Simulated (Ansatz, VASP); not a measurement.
# One calculation of AsC3N3, two programs

```
As C N
1.0
     4.59500   -3.45000    0.00000
     4.59500    3.45000    0.00000
    -1.73257    0.00000    8.48762
As C N
2 6 6
Direct
  0.29525 0.29453 0.26412
  0.70547 0.70475 0.73588
  0.99811 0.43360 0.36981
  0.56640 0.00189 0.63019
  0.23775 0.96749 0.25003
  0.03251 0.76225 0.74997
  0.09098 0.34327 0.05994
  0.65673 0.90902 0.94006
  0.98133 0.38971 0.93912
  0.61029 0.01867 0.06088
  0.22314 0.76975 0.24858
  0.23025 0.77686 0.75142
  0.83497 0.52719 0.44134
  0.47281 0.16503 0.55866
```

Change from the starting cell: z stretched by -3 %, ions relaxed.

Alike in both runs: functional PBE; k mesh 5 × 5 × 4; occupations fermi-dirac, width 0.02 eV; no spin polarisation.

Ansatz relaxed the structure, and its values are those at the end. VASP's run is a single point on that final structure, the one shown.

```csv
,VASP,Ansatz
version,VASP 6.6.1,Ansatz 0.2.0
potentials or method,"VASP PAW PBE potentials, release 64 (As, C, N)","plane-wave PAW, scalar-relativistic"
plane-wave cutoff (eV),520,420
valence electrons in the cell,64,84
```

|  | VASP | Ansatz | Ansatz less VASP |
| --- | --- | --- | --- |
| gap on the k mesh at the Fermi level (eV) | 4.55 | 4.59 | +0.040 |
| pressure (GPa) | 1.5 | 0.8 | -0.65 |
| rms of the force components (eV/Å) | 0.222 | 0.008 | -0.2132 |

One of these differences is far larger than is usual between the two programs; its cause wasn't traced. With one functional, cell and mesh, what is left measures potentials, basis and numerics. VASP's potentials hold 64 valence electrons a cell and Ansatz's 84, so a difference there can come from the potentials and not from the codes. Ansatz's warnings: stress scf threshold loose.

Noted on VASP's run: the standard files for N, O and F lose accuracy on very short bonds.
